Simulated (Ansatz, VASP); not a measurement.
Two plane-wave programs on Te2Mo

POSCAR

```
Te2Mo
1.0
    3.5635452172      0.0000000000      0.0000000000
   -1.7817726086      3.0861206856      0.0000000000
    0.0000000000      0.0000000000     14.7262210532
Te Mo
4 2
Direct
    0.3333333333      0.6666666667      0.6284839550
    0.6666666667      0.3333333333      0.1284839550
    0.3333333333      0.6666666667      0.8715160450
    0.6666666667      0.3333333333      0.3715160450
    0.3333333333      0.6666666667      0.2500000000
    0.6666666667      0.3333333333      0.7500000000
```

File INCAR.step1:

```
ALGO = Normal
EDIFF = 1E-4
ENCUT = 520
GGA = PE
ISMEAR = 0
LASPH = T
LCHARG = F
LREAL = F
LWAVE = T
NBANDS = 35
NELM = 80
PREC = Accurate
SIGMA = 0.05
```

The input INCAR.step2:

```
ALGO = Normal
EDIFF = 1E-7
ENCUT = 520
ISIF = 2
ISMEAR = 0
ISTART = 1
LASPH = T
LCHARG = F
LMIXTAU = T
LREAL = F
LWAVE = F
METAGGA = R2SCAN
NBANDS = 35
NELM = 80
PREC = Accurate
SIGMA = 0.05
```

The input KPOINTS:

```
k-points
0
Gamma
  12 12 2
```

Input for Ansatz:

```yaml
crystal:
  lattice:
    - [3.5635452172, 0.0, 0.0]
    - [-1.7817726086, 3.0861206856, 0.0]
    - [0.0, 0.0, 14.7262210532]
  atoms:
    - { symbol: Te, position: [0.3333333333, 0.6666666667, 0.628483955] }
    - { symbol: Te, position: [0.6666666667, 0.3333333333, 0.128483955] }
    - { symbol: Te, position: [0.3333333333, 0.6666666667, 0.871516045] }
    - { symbol: Te, position: [0.6666666667, 0.3333333333, 0.371516045] }
    - { symbol: Mo, position: [0.3333333333, 0.6666666667, 0.25] }
    - { symbol: Mo, position: [0.6666666667, 0.3333333333, 0.75] }
basis:
  ecutwfc: 500
kpoints:
  mp_grid: { grid: [12, 12, 2] }
hamiltonian:
  xc: r2scan
scf:
  occupations: { method: gaussian, width: 0.05 }
output:
  forces: true
  stress: true
  eigenvalues: true
  write_density: true
  write_potential: true
  elf: true
  volumetric_format: npy
```

Alike in both runs: task single point; functional r2SCAN; k mesh 12 × 12 × 2; occupations gaussian, width 0.05 eV; no spin polarisation.

```csv
,VASP,Ansatz
version,VASP 6.6.1,Ansatz 0.2.0
potentials or method,"VASP PAW PBE potentials, release 64 (Te, Mo_sv), cutoff 520 eV","scalar-relativistic, plane waves, PAW"
valence electrons in the cell,52,92
```

|  | VASP | Ansatz | Ansatz less VASP |
| --- | --- | --- | --- |
| gap on the k mesh at the Fermi level (eV) | 1.05 | 1.06 | +0.009 |
| least direct gap on the mesh (eV) | 1.06 | 1.06 | -0.002 |
| pressure (GPa) | 0.1 | 0.0 | -0.11 |
| traceless stress, the component that is largest in VASP (GPa) | 0.07 | 0.01 | -0.058 |
| rms of the force components (eV/Å) | 0.013 | 0.001 | -0.0122 |

VASP's potentials were made for PBE, not for r2SCAN. Atom by atom the forces differ by 0.012 eV/Å (rms over components). VASP's potentials hold 52 valence electrons a cell and Ansatz's 92, so a difference there can come from the potentials and not from the codes.

Neither program's run includes spin-orbit coupling.
